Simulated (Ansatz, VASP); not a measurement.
# Two plane-wave programs on Si2Se

```
Si Se
1.0
     3.38294    0.00000    0.00000
    -1.69147    2.92971    0.00000
     0.00000    0.00000    5.96848
Si Se
2 1
Cartesian
  1.6915 0.9766 4.1741
  1.6915 0.9766 1.7944
  0.0000 0.0000 0.0000
```

Alike in both runs: task relaxation of cell and atoms; functional PBE; k mesh 18 × 18 × 8; occupations gaussian, width 0.1 eV; no spin polarisation.

|  | VASP | Ansatz |
| --- | --- | --- |
| version | VASP 6.6.1 | Ansatz 0.2.0 |
| potentials or method | VASP PAW PBE potentials, release 64 (Si, Se), cutoff 600 eV | scalar-relativistic, plane waves, PAW |
| valence electrons in the cell | 14 | 24 |

Ansatz gave:

* gap on the k mesh at the Fermi level, each at its own relaxed structure (eV): none
* relaxed volume (Å³/atom): 19.63
* relaxed length of the cell vector where the two differ most in proportion (Å): 6.058

Question: What did VASP give for the same quantities?

Answer: gap on the k mesh at the Fermi level, each at its own relaxed structure (eV): none; relaxed volume (Å³/atom): 19.63; relaxed length of the cell vector where the two differ most in proportion (Å): 6.059.

A gap of «none» marks a metal or a gap that the smearing closes. VASP's potentials hold 14 valence electrons a cell and Ansatz's 24, so a difference there can come from the potentials and not from the codes.
